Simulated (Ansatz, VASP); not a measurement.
## One calculation of Tl, two programs

```
Tl
1.0
     3.56507    0.00000    0.00000
    -1.78253    3.08744    0.00000
     0.00000    0.00000   11.57143
Tl
4
Direct
  0.00000 0.00000 0.00000
  0.00000 0.00000 0.50000
  0.33333 0.66667 0.25000
  0.66667 0.33333 0.75000
```

Alike in both runs: task single point; functional PBEsol; k mesh 12 × 12 × 4; occupations fermi-dirac, width 0.1 eV; no spin polarisation.

```csv
,VASP,Ansatz
version,VASP 6.6.1,Ansatz 0.2.0
potentials or method,"VASP PAW PBE potentials, release 64 (Tl_d), cutoff 520 eV","plane waves (420 eV) with PAW, scalar-relativistic"
valence electrons in the cell,52,52
```

Ansatz gave:

| Quantity | Value |
| --- | --- |
| pressure (GPa) | -3.0 |
| traceless stress, the component that is largest in VASP (GPa) | -0.06 |

Question: Estimate VASP's values.

Answer: Pressure (GPa): -3.1; traceless stress, the component that is largest in VASP (GPa): -0.06.

VASP's potentials were made for PBE, not for PBEsol, and Ansatz warns of the same on its side. The functional is the same, so the differences come from potentials, cutoffs and numerics.

Neither program's run includes spin-orbit coupling.
